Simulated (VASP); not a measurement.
Crystal: SiO2.

```
Si O
1.0
     5.05906    0.00000    0.00000
    -2.52953    4.38127    0.00000
     0.00000    0.00000    5.54103
Si O
3 6
Direct
  0.00000 0.50000 0.33333
  0.50000 0.50000 0.66667
  0.50000 0.00000 0.00000
  0.58352 0.79176 0.83333
  0.79176 0.58352 0.50000
  0.79176 0.20824 0.16667
  0.41648 0.20824 0.83333
  0.20824 0.41648 0.50000
  0.20824 0.79176 0.16667
```

Base run:

```yaml
Program: VASP 6.6.1
Functional: r2SCAN
Potentials_or_basis: VASP PAW PBE potentials, release 64 (Si, O)
Cutoff: 520 eV
k_mesh: 6 × 6 × 6
Occupations: gaussian, width 0.01 eV
Spin: no spin polarisation
```

Its results: band gap on the k mesh 6.30 eV (least direct gap 6.49 eV); pressure 0.2 GPa; largest force 0.011 eV/Å.

Problem. The run is repeated on the same cell with these changes: functional from r2SCAN to PBE; occupations from gaussian, width 0.01 eV to fermi-dirac, width 0.02 eV. What comes out?

Solution. Band gap on the k mesh 5.72 eV (least direct gap 5.91 eV); pressure 5.0 GPa; largest force 0.208 eV/Å.

Caveats: the PAW data sets were made with another functional, which shifts forces and pressure a little (at least some runs); the cell stands under pressure (at least some runs).

A k mesh can miss the band edges.
